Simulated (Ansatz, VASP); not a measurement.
**One calculation of MnO2, two programs**

File INCAR:

```
SYSTEM = MnO2
PREC = Accurate
ENCUT = 700
EDIFF = 1E-6
ISMEAR = -1
SIGMA = 0.05
LREAL = .FALSE.
LASPH = .TRUE.
NELM = 200
ALGO = Normal
ISIF = 2
LWAVE = .FALSE.
LCHARG = .FALSE.
ISPIN = 2
MAGMOM = -2.09 0 0
LORBIT = 11
LMAXMIX = 4
GGA = PS
NBANDS = 24
GGA_COMPAT = .FALSE.
```

Contents of KPOINTS:

```
Automatic mesh
0
G
  11 11 11
  0 0 0
```

Contents of POSCAR:

```
MnO2
1.0
    1.4284348394      0.8247072390      4.5839315268
   -1.4284348394      0.8247072390      4.5839315268
    0.0000000000     -1.6494144781      4.5839315268
Mn O
1 2
Direct
    0.0000000000      0.0000000000      0.0000000000
    0.7356355100      0.7356355100      0.7356355100
    0.2643644900      0.2643644900      0.2643644900
```

input.yaml

```yaml
crystal:
  lattice:
    - [1.4284348394, 0.824707239, 4.5839315268]
    - [-1.4284348394, 0.824707239, 4.5839315268]
    - [0.0, -1.6494144781, 4.5839315268]
  atoms:
    - { symbol: Mn, position: [0.0, 0.0, 0.0], spin: -2.09 }
    - { symbol: O, position: [0.73563551, 0.73563551, 0.73563551] }
    - { symbol: O, position: [0.26436449, 0.26436449, 0.26436449] }
hamiltonian:
  xc: pbesol
  pseudopotentials: { kind: paw }
magnetization:
  spin_polarized: true
kpoints:
  mp_grid: { grid: [11, 11, 11] }
scf:
  occupations: { method: fermi_dirac, width: 0.05 }
output:
  forces: true
  stress: true
  eigenvalues: true
```

Alike in both runs: task single point; functional PBEsol; k mesh 11 × 11 × 11; occupations fermi-dirac, width 0.05 eV; collinear spin.

|  | VASP | Ansatz |
| --- | --- | --- |
| version | VASP 6.6.1 | Ansatz 0.2.0 |
| potentials or method | VASP PAW PBE potentials, release 64 (Mn_sv, O) | Ansatz PAW |
| plane-wave cutoff (eV) | 700 | 420 |
| valence electrons in the cell | 27 | 27 |

|  | VASP | Ansatz | Ansatz less VASP |
| --- | --- | --- | --- |
| gap on the k mesh at the Fermi level (eV) | 0.75 | 0.77 | +0.014 |
| least direct gap on the mesh (eV) | 0.82 | 0.83 | +0.015 |
| pressure (GPa) | -2.3 | -2.0 | +0.33 |
| traceless stress, the component that is largest in VASP (GPa) | 1.27 | 1.43 | +0.164 |
| rms of the force components (eV/Å) | 0.083 | 0.077 | -0.0057 |
| net moment per atom (μB) | 1.00 | 1.00 | 0.000 |
| size of the moment on the site where the two differ most (μB) | 2.72 | 2.49 | -0.234 |

VASP's potentials were made for PBE, not for PBEsol. Site moments also hang on the region over which each program counts them. Atom by atom the forces differ by 0.006 eV/Å (rms over components).

Noted on Ansatz's run: odd divisions of the mesh miss points on the zone boundary, where band edges often lie, so the gap on the mesh can be too wide.
